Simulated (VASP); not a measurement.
# AlGa2: single point with PBE

Crystal: AlGa2.

```
CELL_PARAMETERS angstrom
2.84217 0.00000 0.00000
-1.42108 2.46139 0.00000
0.00000 0.00000 8.17123
ATOMIC_POSITIONS crystal
Al 0.00000 0.00000 0.00000
Ga 0.00000 0.00000 0.33422
Ga 0.00000 0.00000 0.66578
```

The cell was generated, and may not be a known phase.

| Item | Value |
| --- | --- |
| Program | VASP 6.6.1 |
| Task | single point |
| Functional | PBE |
| Potentials or basis | VASP PAW PBE potentials, release 64 (Al, Ga_d) |
| Cutoff | 520 eV |
| k mesh | 18 × 18 × 6 |
| Occupations | gaussian, width 0.1 eV |
| Spin | no spin polarisation |

| Item | Value |
| --- | --- |
| Pressure | 0.0 GPa |
| Largest force | 0.005 eV/Å |
| Band gap on the k mesh | zero (an odd number of electrons rules out a gap without spin polarisation) |

Forces in eV/Å, atoms in the order of the input:
```
Al   0.000  0.000  0.000
Ga   0.000  0.000 -0.005
Ga   0.000  0.000  0.005
```

Levels at points of the mesh, in eV from the Fermi level:
| k point | band 11 | band 12 | band 13 | band 14 | band 15 | band 16 | band 17 | band 18 |
| --- | --- | --- | --- | --- | --- | --- | --- | --- |
| (0.00, 0.00, 0.00) | -10.70 | -8.66 | -8.04 | -1.36 | -1.20 | 8.58 | 10.25 | 11.77 |
| (0.50, 0.00, 0.00) | -4.80 | -3.92 | -2.86 | -2.21 | -1.95 | -1.81 | 3.79 | 4.06 |
| (0.00, 0.00, 0.50) | -10.39 | -9.79 | -6.27 | -4.42 | 3.35 | 3.85 | 12.14 | 12.14 |
| (0.50, 0.00, 0.50) | -4.51 | -3.93 | -3.43 | -3.33 | -0.55 | 0.12 | 0.29 | 3.75 |

It took 3.1 min on 1 thread of Intel(R) Xeon(R) Platinum 8375C CPU @ 2.90GHz (Ice Lake) (shared host), peak memory 0.3 GiB.
